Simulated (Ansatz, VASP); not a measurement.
Two plane-wave programs on AlN

The input INCAR:

```
PREC = Accurate
ENCUT = 600
EDIFF = 1E-6
ISMEAR = -1
SIGMA = 0.05
LREAL = F
LASPH = T
NELM = 80
ALGO = Normal
ISIF = 3
LWAVE = F
LCHARG = F
GGA = PS
IBRION = 2
NSW = 60
EDIFFG = -0.01
```

The input KPOINTS:

```
regular mesh
0
Gamma
  10 10 10
```

The input POSCAR:

```
AlN
1.0
    0.0000000000      2.1839935596      2.1839935596
    2.1839935596      0.0000000000      2.1839935596
    2.1839935596      2.1839935596      0.0000000000
Al N
1 1
Direct
    0.0000000000      0.0000000000      0.0000000000
    0.2500000000      0.2500000000      0.2500000000
```

Contents of input.yaml:

```yaml
crystal:
  lattice:
    - [0.0, 2.1839935596, 2.1839935596]
    - [2.1839935596, 0.0, 2.1839935596]
    - [2.1839935596, 2.1839935596, 0.0]
  atoms:
    - { symbol: Al, position: [0.0, 0.0, 0.0] }
    - { symbol: "N", position: [0.25, 0.25, 0.25] }
hamiltonian:
  xc: pbesol
  pseudopotentials: { kind: paw }
kpoints:
  mp_grid: { grid: [10, 10, 10] }
scf:
  occupations: { method: fermi_dirac, width: 0.05 }
output:
  forces: true
  stress: true
relax:
  f_tol: 0.01
  max_steps: 40
  cell: { stress_tol: 0.05 }
```

Alike in both runs: task relaxation of cell and atoms; functional PBEsol; k mesh 10 × 10 × 10; occupations fermi-dirac, width 0.05 eV; no spin polarisation.

```csv
,VASP,Ansatz
version,VASP 6.6.1,Ansatz 0.2.0
potentials or method,"VASP PAW PBE potentials, release 64 (Al, N)",Ansatz PAW
plane-wave cutoff (eV),600,420
valence electrons in the cell,8,8
```

```csv
,VASP,Ansatz,Ansatz less VASP
relaxed volume (Å³/atom),10.48,10.48,+0.006
relaxed cell length with the largest relative difference (Å),3.095,3.095,+0.0005
```

VASP's potentials were made for PBE, not for PBEsol.

Noted on Ansatz's run: the plane-wave basis is chosen anew once the cell has moved, so the energies of steps on either side of that aren't comparable.
